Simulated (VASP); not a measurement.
Set up this calculation in VASP 6.6.1, as the native input.

```
Task                               : single point
Functional                         : BHLYP
Potentials or basis                : VASP PAW PBE potentials, release 64 (Al)
Cutoff                             : 520 eV
k mesh                             : 6 × 6 × 6
Occupations                        : fermi-dirac, width 0.05 eV
Spin                               : no spin polarisation
Dipole correction                  : no
Grid for exact exchange (PRECFOCK) : Normal
Further INCAR settings             : ALGO = Normal; EDIFF = 1e-07; NBANDS = 8
Share of exact exchange            : 0.5
```

Al:

```
CELL_PARAMETERS angstrom
0.00000 2.02481 2.02481
2.02481 0.00000 2.02481
2.02481 2.02481 0.00000
ATOMIC_POSITIONS crystal
Al 0.00000 0.00000 0.00000
```

These files were run (other wordings do the same):

POSCAR

```
Al
1.0
    0.0000000000      2.0248050000      2.0248050000
    2.0248050000      0.0000000000      2.0248050000
    2.0248050000      2.0248050000      0.0000000000
Al
1
Direct
    0.0000000000      0.0000000000      0.0000000000
```

INCAR.step1

```
PREC = Accurate
ENCUT = 520
EDIFF = 1E-5
ISMEAR = -1
SIGMA = 0.05
LREAL = F
LASPH = T
NELM = 60
ALGO = Normal
ISIF = 2
LWAVE = T
GGA = PE
NBANDS = 8
```

INCAR.step2

```
PREC = Accurate
ENCUT = 520
EDIFF = 1E-7
ISMEAR = -1
SIGMA = 0.05
LREAL = F
LASPH = T
NELM = 60
ALGO = Normal
ISIF = 2
LWAVE = F
LCHARG = T
GGA = B5
LHFCALC = T
AEXX = 0.5
ALDAX = 0.5
AGGAX = 0.5
AGGAC = 1.0
ALDAC = 0.0
PRECFOCK = Normal
LELF = T
LVHAR = T
ISTART = 1
NBANDS = 8
```

KPOINTS

```
Automatic mesh
0
Gamma
  6 6 6
```

Potentials or basis: VASP PAW PBE potentials, release 64 (Al).

Launch:

```console
$ cat potpaw_PBE.64/Al/POTCAR > POTCAR
$ cp INCAR.step1 INCAR
$ mpirun -np 1 vasp_std > vasp.out
$ cp INCAR.step2 INCAR
$ mpirun -np 1 vasp_std > vasp.out
```

It gave:

```
Pressure               : 0.8 GPa
Band gap on the k mesh : zero (an odd number of electrons rules out a gap without spin polarisation)
```

Caveat: the k points lie up to 0.45 Å⁻¹ apart, too coarse for converged energies and pressures of a metal; the PAW data sets were made with another functional, which shifts forces and pressure a little.

Run time: 68 s on 1 thread of Intel(R) Xeon(R) Platinum 8488C (Sapphire Rapids), on a shared host, peak memory 0.13 GiB.
